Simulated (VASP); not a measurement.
SrCl2:

```
Sr Cl
1.0
     2.45672    1.41839    4.01532
    -2.45672    1.41839    4.01532
     0.00000   -2.83678    4.01532
Sr Cl
1 2
Direct
  0.00000 0.00000 0.00000
  0.24995 0.24995 0.24995
  0.75005 0.75005 0.75005
```

Base run:

```yaml
Program: VASP 6.6.1
Functional: PBEsol
Potentials_or_basis: VASP PAW PBE potentials, release 64 (Sr_sv, Cl)
Cutoff: 520 eV
k_mesh: 4 × 4 × 4
Occupations: gaussian, width 0.01 eV
Spin: no spin polarisation
```

Its results: band gap on the k mesh 5.17 eV (least direct gap 5.35 eV); pressure -0.6 GPa.

Question: The run is repeated on the same cell with these changes: functional from PBEsol to r2SCAN; k mesh from 4 × 4 × 4 to 6 × 6 × 6. What comes out?

Answer: Band gap on the k mesh 5.98 eV; pressure 0.8 GPa.

Several settings changed at once.

Caveats: the PAW data sets were made with another functional, which shifts forces and pressure a little.

A k mesh can miss the band edges.
